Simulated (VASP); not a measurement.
Input of a VASP 6.6.1 run:

Contents of INCAR:

```
PREC = Accurate
ENCUT = 520
EDIFF = 1E-6
ISMEAR = -1
SIGMA = 0.1
LREAL = False
LASPH = True
NELM = 100
ALGO = Normal
ISIF = 2
LWAVE = False
LCHARG = False
NBANDS = 16
```

File KPOINTS:

```
Automatic mesh
0
Gamma
  14 14 14
```

POSCAR

```
GaSb
1.0
    0.0000000000      2.9260357731      2.9260357731
    2.9260357731      0.0000000000      2.9260357731
    2.9260357731      2.9260357731      0.0000000000
Ga Sb
1 1
Direct
    0.0000000000      0.0000000000      0.0000000000
    0.7500000000      0.7500000000      0.7500000000
```

Potentials or basis: VASP PAW LDA potentials, release 64 (Ga_d, Sb).

Launch:

```bash
$ cat potpaw_LDA.64/Ga_d/POTCAR potpaw_LDA.64/Sb/POTCAR > POTCAR
$ mpirun -np 1 vasp_std > vasp.out
```

Problem. Predict the band gap on the k mesh.

Solution. 0.59 eV, indirect (least direct gap 0.87 eV).

Problem. What does it give for the pressure?

Solution. 7.3 GPa.

Caveat: spin-orbit coupling is left out, which moves the levels of the heavy elements. A k mesh can miss the band edges.
